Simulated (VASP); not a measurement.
# Na (P6_3/mmc) in VASP: further runs

The runs below take Na through single point, with BLYP.

All numbers are computed with VASP 6.6.1; they aren't measurements. Logs are shortened: lines on timing, memory, paths and dates and some standing lists are left out, and cuts for length are marked.

## (1) The cell of the first run

The structure is hexagonal, space group P6_3/mmc (No. 194). Conventional cell: a = 3.601 Å, b = 3.601 Å, c = 5.873 Å, α = 90.00°, β = 90.00°, γ = 120.00°. Na (site symmetry -6m2) has 12 Na at 3.60 Å within 4.7 Å.

This isn't the form of Na at room conditions, which is bcc.

## (2) Single point, BLYP (32.98 Å³/atom)

File INCAR:

```
AGGAC = 1.0
AGGAX = 1.0
ALDAC = 0.0
ALDAX = 1.0
ALGO = Normal
EDIFF = 1E-7
ENCUT = 520
GGA = B5
ISIF = 2
ISMEAR = -1
LASPH = True
LCHARG = False
LREAL = False
LWAVE = False
NBANDS = 14
NELM = 80
PREC = Accurate
SIGMA = 0.1
```

File KPOINTS:

```
k-points
0
Gamma
  11 11 6
```

File POSCAR:

```
Na
1.0
    3.6009551636      0.0000000000      0.0000000000
   -1.8004775818      3.1185186495      0.0000000000
    0.0000000000      0.0000000000      5.8729108231
Na
2
Direct
    0.3333333333      0.6666666667      0.2500000000
    0.6666666667      0.3333333333      0.7500000000
```

Potentials or basis: VASP PAW PBE potentials, release 64 (Na_pv).

Command:

```
$ cat potpaw_PBE.64/Na_pv/POTCAR > POTCAR
$ mpirun -np 1 vasp_std > vasp.out
```

OUTCAR:

```text
EDIFF = 1E-7
   ENCUT = 520
   GGA = B5
   ISIF = 2
   ISMEAR = -1
   LASPH = True
   LREAL = False
   NELM = 80
   PREC = Accurate

 ion  position               nearest neighbor table
   1  0.333  0.667  0.250-
   2  0.667  0.333  0.750-

  LATTYP: Found a hexagonal cell.
 ALAT       =     3.6009551636
 C/A-ratio  =     1.6309313936

  Lattice vectors:

 A1 = (   3.6009551636,   0.0000000000,   0.0000000000)
 A2 = (  -1.8004775818,   3.1185186495,   0.0000000000)
 A3 = (   0.0000000000,   0.0000000000,   5.8729108231)

Analysis of symmetry for initial positions (statically):
=====================================================================
 Subroutine PRICEL returns:
 Original cell was already a primitive cell.

 Routine SETGRP: Setting up the symmetry group for a
 hexagonal supercell.

 Subroutine GETGRP returns: Found 24 space group operations
 (whereof 12 operations were pure point group operations)
 out of a pool of 24 trial point group operations.

The static configuration has the point symmetry D_3d.
 The point group associated with its full space group is D_6h.

Analysis of symmetry for dynamics (positions and initial velocities):
=====================================================================
 Subroutine PRICEL returns:
 Original cell was already a primitive cell.

 Routine SETGRP: Setting up the symmetry group for a
 hexagonal supercell.

 Subroutine GETGRP returns: Found 24 space group operations
 (whereof 12 operations were pure point group operations)
 out of a pool of 24 trial point group operations.

The dynamic configuration has the point symmetry D_3d.
 The point group associated with its full space group is D_6h.

 Subroutine INISYM returns: Found 24 space group operations
 (whereof 12 operations are pure point group operations),
 and found     1 'primitive' translations

----------------------------------------------------------------------------------------

                                     Primitive cell

  volume of cell :      65.9507

  direct lattice vectors                    reciprocal lattice vectors
     3.600955164  0.000000000  0.000000000     0.277704096  0.160332535  0.000000000
    -1.800477582  3.118518649  0.000000000     0.000000000  0.320665070  0.000000000
     0.000000000  0.000000000  5.872910823     0.000000000  0.000000000  0.170273316

  length of vectors
     3.600955164  3.600955164  5.872910823     0.320665070  0.320665070  0.170273316

  position of ions in fractional coordinates (direct lattice)
     0.333333333  0.666666667  0.250000000
     0.666666667  0.333333333  0.750000000

  ion indices of the primitive-cell ions
   primitive index   ion index
                 1           1
                 2           2

----------------------------------------------------------------------------------------

 KPOINTS: k-points

Automatic generation of k-mesh.
 Grid dimensions read from file:
 generate k-points for:   11   11    6

 Generating k-lattice:

  Cartesian coordinates                     Fractional coordinates (reciprocal lattice)
     0.025245827  0.014575685  0.000000000     0.090909091  0.000000000  0.000000000
     0.000000000  0.029151370  0.000000000     0.000000000  0.090909091  0.000000000
     0.000000000  0.000000000  0.028378886     0.000000000  0.000000000  0.166666667

  Length of vectors
     0.029151370  0.029151370  0.028378886

  Shift w.r.t. Gamma in fractional coordinates (k-lattice)
     0.000000000  0.000000000  0.000000000

 Subroutine IBZKPT returns following result:
 ===========================================

 Found     64 irreducible k-points:

 Following reciprocal coordinates:
            Coordinates               Weight
  0.000000  0.000000  0.000000      1.000000
  0.090909 -0.000000  0.000000      6.000000
  0.181818  0.000000  0.000000      6.000000
  0.272727  0.000000  0.000000      6.000000
  0.363636  0.000000  0.000000      6.000000
  0.454545 -0.000000  0.000000      6.000000
[... 16 lines left out ...]
  0.090909  0.090909  0.166667     12.000000
  0.181818  0.090909  0.166667     24.000000
 [... further k-points ...]
   k-points           NKPTS =     64   k-points in BZ     NKDIM =     64   number of bands    NBANDS=     14
   number of dos      NEDOS =    301   number of ions     NIONS =      2
   total plane-waves  NPLWV =  37632
   dimension x,y,z NGX =    28 NGY =   28 NGZ =   48
   dimension x,y,z NGXF=    56 NGYF=   56 NGZF=   96
   ions per type =               2
   NGX,Y,Z   is equivalent  to a cutoff of  12.93, 12.93, 13.59 a.u.
   NGXF,Y,Z  is equivalent  to a cutoff of  25.85, 25.85, 27.17 a.u.
 SYSTEM =  unknown system
   PREC   = accura    normal or accurate (medium, high low for compatibility)
   ISTART =      0    job   : 0-new  1-cont  2-samecut
   ICHARG =      2    charge: 1-file 2-atom 10-const
   ISPIN  =      1    spin polarized calculation?
   LNONCOLLINEAR =      F non collinear calculations
   LSORBIT =      F    spin-orbit coupling
   LASPH  =      T    aspherical Exc in radial PAW
   ENCUT  =  520.0 eV  38.22 Ry    6.18 a.u.   6.70  6.70 10.92*2*pi/ulx,y,z
   NELM   =     80;   NELMIN=  2; NELMDL= -5     # of ELM steps
   EDIFF  = 0.1E-06   stopping-criterion for ELM
   LREAL  =      F    real-space projection
   EDIFFG = 0.1E-05   stopping-criterion for IOM
   NSW    =      0    number of steps for IOM
   IBRION =     -1    ionic relax: 0-MD 1-quasi-New 2-CG
   NFREE  =      0    steps in history (QN), initial steepest desc. (CG)
   ISIF   =      2    stress and relaxation
   ISYM   =      2    0-nonsym 1-usesym 2-fastsym
   POTIM  = 0.5000    time-step for ionic-motion
   TEBEG  =    0.0;   TEEND  =   0.0 temperature during run
   PSTRESS=    0.0 pullay stress
   NELECT =      14.0000    total number of electrons
   NUPDOWN=      -1.0000    fix difference up-down
   EMIN   =  10.00;   EMAX   =-10.00  energy-range for DOS
   EFERMI =   0.00;   METHOD = LEGACY
   ISMEAR =    -1;   SIGMA  =   0.10  broadening in eV -4-tet -1-fermi 0-gaus
   EFERMI_NEDOS =   21; number of points for ismear=-14 and -15
   IALGO  =     38    algorithm
   IMIX   =      4    mixing-type and parameters
     AMIX     =   0.40;   BMIX     =  1.00
     AMIX_MAG =   1.60;   BMIX_MAG =  1.00
  volume/ion in A,a.u.               =      32.98       222.53
  Fermi-wavevector in a.u.,A,eV,Ry     =   0.976587  1.845482 12.976183  0.953723
  Thomas-Fermi vector in A             =   2.107218
   LORBIT       =      0    0 simple, 1 ext, 2 COOP (PROOUT), +10 PAW based schemes
   GGA     = B5    functional components
   LHFCALC =     F    Hartree Fock is set to
   AEXX    =    0.0000 exact exchange contribution
   IVDW    =     0    specifies the selected vdW correction
   LEPSILON=     F    determine dielectric tensor
   LRPA    =     F    only Hartree local field effects (RPA)
 non-spin polarized calculation
  energy-cutoff  :      520.00
  volume of cell :       65.95
 maximum number of plane-waves:      1804
 NGX is ok and might be reduce to    28
   NGX = 13   NGY = 13   NGZ = 21

 number of electron      14.0000010 magnetization

 Free energy of the ion-electron system (eV)
  ---------------------------------------------------
  ext. energy  EPLUGINS =         0.00000000
  ---------------------------------------------------
  free energy    TOTEN  =        -1.85389037 eV

  energy without entropy =       -1.82051508  energy(sigma->0) =       -1.83720273

 E-fermi :   1.1298     XC(G=0):  -6.4473

 val. band max:        1.1129502471   @ k =   0.1818   0.0000   0.1667
 cond. band min:       1.1454705132   @ k =   0.2727   0.2727   0.1667
 fundamental gap:      0.0325202660
 Fermi energy:         1.1297808264

 k-point     1 :       0.0000    0.0000    0.0000
  band No.  band energies     occupation
      1     -24.1605      2.00000
      2     -24.1160      2.00000
      3     -24.1159      2.00000
      4     -24.1088      2.00000
      5     -24.1088      2.00000
      6     -24.1081      2.00000
      7      -2.4368      2.00000
      8       1.7385      0.00453
      9       2.1193      0.00010
     10      11.7387      0.00000
     11      11.7387      0.00000
     12      12.1462      0.00000
     13      12.1462      0.00000
     14      12.3149      0.00000

 k-point     2 :       0.0909   -0.0000    0.0000
  band No.  band energies     occupation
      1     -24.1591      2.00000
      2     -24.1190      2.00000
      3     -24.1169      2.00000
      4     -24.1120      2.00000
      5     -24.1093      2.00000
      6     -24.1086      2.00000
      7      -2.3038      2.00000
      8       1.8535      0.00144
      9       2.2491      0.00003
     10       9.8022      0.00000
     11      10.8849      0.00000
     12      11.3281      0.00000
     13      13.1308      0.00000
     14      13.1343      0.00000

 k-point     3 :       0.1818    0.0000    0.0000
  band No.  band energies     occupation
      1     -24.1551      2.00000
      2     -24.1274      2.00000
      3     -24.1205      2.00000
      4     -24.1195      2.00000
      5     -24.1107      2.00000
      6     -24.1102      2.00000
      7      -1.9072      2.00000
      8       2.1991      0.00005
      9       2.6312      0.00000
     10       7.6390      0.00000
     11      10.0548      0.00000
     12      10.1704      0.00000
     13      11.2482      0.00000
     14      12.4896      0.00000
[... 324 lines left out ...]
 k-point    23 :       0.0909    0.0909    0.1667
  band No.  band energies     occupation
      1     -24.1537      2.00000
      2     -24.1233      2.00000
      3     -24.1211      2.00000
      4     -24.1173      2.00000
      5     -24.1112      2.00000
      6     -24.1110      2.00000
      7      -1.9140      2.00000
      8       0.9895      1.60527
      9       3.8024      0.00000
     10       8.6898      0.00000
     11       9.1213      0.00000
     12      11.1955      0.00000
     13      11.4162      0.00000
     14      11.9998      0.00000

 k-point    24 :       0.1818    0.0909    0.1667
  band No.  band energies     occupation
      1     -24.1503      2.00000
      2     -24.1318      2.00000
      3     -24.1297      2.00000
      4     -24.1209      2.00000
      5     -24.1138      2.00000
      6     -24.1125      2.00000
      7      -1.3903      2.00000
      8       1.4812      0.05784
      9       4.2548      0.00000
     10       6.8029      0.00000
     11       8.0836      0.00000
     12       9.5026      0.00000
     13      10.6626      0.00000
     14      11.6994      0.00000

 [... further k-points ...]

------------------------ aborting loop because EDIFF is reached ----------------------------------------

  FORCE on cell =-STRESS in cart. coord.  units (eV):
  Direction    XX          YY          ZZ          XY          YZ          ZX
  --------------------------------------------------------------------------------------
  -------------------------------------------------------------------------------------
  Total        0.4434469      0.4434469      0.5295419      0.0000000     -0.0000000      0.0000000
  in kB       10.7729016     10.7729016     12.8644562      0.0000000     -0.0000000      0.0000000
  external PRESSURE =      11.4700865 kB  Pullay stress =       0.0000000 kB

 VOLUME and BASIS-vectors are now :
 -----------------------------------------------------------------------------
  energy-cutoff  :      520.00
  volume of cell :       65.95
      direct lattice vectors                 reciprocal lattice vectors
     3.600955164  0.000000000  0.000000000     0.277704096  0.160332535  0.000000000
    -1.800477582  3.118518649  0.000000000     0.000000000  0.320665070  0.000000000
     0.000000000  0.000000000  5.872910823     0.000000000  0.000000000  0.170273316

 POSITION                                       TOTAL-FORCE (eV/Angst)
 -----------------------------------------------------------------------------------
     -0.00000      2.07901      1.46823         0.000000      0.000000      0.000000
      1.80048      1.03951      4.40468        -0.000000     -0.000000      0.000000
 -----------------------------------------------------------------------------------
    total drift:                               -0.000000      0.000000     -0.000000

  FREE ENERGIE OF THE ION-ELECTRON SYSTEM (eV)
  ---------------------------------------------------
  free  energy   TOTEN  =        -1.8538903713 eV

  energy  without entropy=       -1.8205150804  energy(sigma->0) =       -1.83720273
```

Run time: 35 s. Hardware: 1 thread of Intel Xeon Platinum 8488C (Sapphire Rapids), shared host; peak memory 0.19 GiB.

Results:

```yaml
Free_energy: -1.8539 eV
Pressure: 1.1 GPa
Band_gap_on_the_k_mesh: zero (bands 7 and 8 overlap by 4.35 eV)
```

Caveat: the PAW data sets were made with another functional, which shifts forces and pressure a little.

## (3) Single point, BLYP (34.47 Å³/atom)

This run uses another cell than the first one, of 34.47 Å³/atom.

File INCAR:

```
PREC     = Accurate       # precision mode
ENCUT    = 520            # plane-wave cutoff, eV
EDIFF    = 1E-6           # SCF threshold, eV
ISMEAR   = -1             # smearing method
SIGMA    = 0.1            # smearing width, eV
LREAL    = F              # projectors in reciprocal space
LASPH    = T              # aspherical terms in the spheres
NELM     = 60             # most SCF steps
ALGO     = Normal         # electronic algorithm
ISIF     = 2              # what is computed and relaxed
LWAVE    = F              # write WAVECAR
LCHARG   = F              # write CHGCAR
GGA      = B5             # functional
ALDAX    = 1.0          
AGGAX    = 1.0          
AGGAC    = 1.0          
ALDAC    = 0.0          
NBANDS   = 14             # bands
```

File KPOINTS:

```
regular mesh
0
Gamma
  11 11 6
```

File POSCAR:

```
Na
1.0
    3.6547086879      0.0000000000      0.0000000000
   -1.8273543439      3.1650705672      0.0000000000
    0.0000000000      0.0000000000      5.9605791334
Na
2
Direct
    0.3333333333      0.6666666667      0.2500000000
    0.6666666667      0.3333333333      0.7500000000
```

Potentials or basis: VASP PAW PBE potentials, release 64 (Na_pv).

Command:

```
$ cat potpaw_PBE.64/Na_pv/POTCAR > POTCAR
$ mpirun -np 1 vasp_std > vasp.out
```

Run time: 34 s. Hardware: 1 thread of Intel Xeon Platinum 8488C (Sapphire Rapids), shared host; peak memory 0.2 GiB.

Results (log left out):

* Free energy: -1.8713 eV
* Pressure: 0.7 GPa
* Band gap on the k mesh: zero (bands 7 and 8 overlap by 4.24 eV)

Stress tensor (GPa, compression positive):
```
0.63 0.00 0.00
0.00 0.63 0.00
0.00 0.00 0.81
```

Levels at points of the mesh, in eV from the Fermi level:
```csv
k point,band 4,band 5,band 6,band 7,band 8,band 9,band 10,band 11
"(0.00, 0.00, 0.00)",-25.26,-25.26,-25.26,-3.47,0.61,0.94,10.36,10.36
"(0.00, 0.00, 0.50)",-25.26,-25.26,-25.26,-2.38,-2.38,5.75,5.75,10.95
```

Caveat: the PAW data sets were made with another functional, which shifts forces and pressure a little.

The gap in the log of VASP goes by the Fermi energy; the results here count the filled bands.